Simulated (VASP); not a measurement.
A run of VASP 6.6.1 is set up as follows.

The input INCAR:

```
ALGO = Normal ; EDIFF = 1E-6
ENCUT = 600 ; GGA = PE
GGA_COMPAT = False ; ISIF = 2
ISMEAR = 0 ; LASPH = True
LCHARG = True ; LELF = True
LREAL = False ; LVHAR = True
LWAVE = False ; NBANDS = 20
NELM = 120 ; PREC = Accurate
SIGMA = 0.15
```

Contents of KPOINTS:

```
k-points
0
Gamma
  4 4 4
```

The input POSCAR:

```
SnO2
1.0
    3.6896221724     -0.0000000027      0.0000000000
   -1.8448110838      3.1953065330      0.0000000000
    0.0000000000      0.0000000000      5.5654617252
Sn O
1 2
Direct
    0.0000000000      0.0000000000      0.4470182918
    0.0000000000      0.0000000000      0.8260175562
    0.0000000000      0.0000000000      0.0680233820
```

Potentials or basis: VASP PAW PBE potentials, release 64 (Sn_d, O).

The run is started by

```sh
$ cat potpaw_PBE.64/Sn_d/POTCAR potpaw_PBE.64/O/POTCAR > POTCAR
$ mpirun -np 1 vasp_std > vasp.out
```

Task: Predict the band gap on the k mesh.

Result: Zero (bands 13 and 14 overlap by 0.12 eV).

Task: Predict the pressure.

Result: 0.2 GPa.

Task: Estimate the largest force.

Result: 0.257 eV/Å.

Stress tensor (GPa, compression positive):
```
0.00 0.00 0.00
0.00 0.00 0.00
0.00 0.00 0.58
```

Caveat: the k points lie up to 0.49 Å⁻¹ apart; semilocal functionals underestimate gaps, so a narrow gap can read as zero; spin-orbit coupling is left out, which moves the levels of the heavy elements.
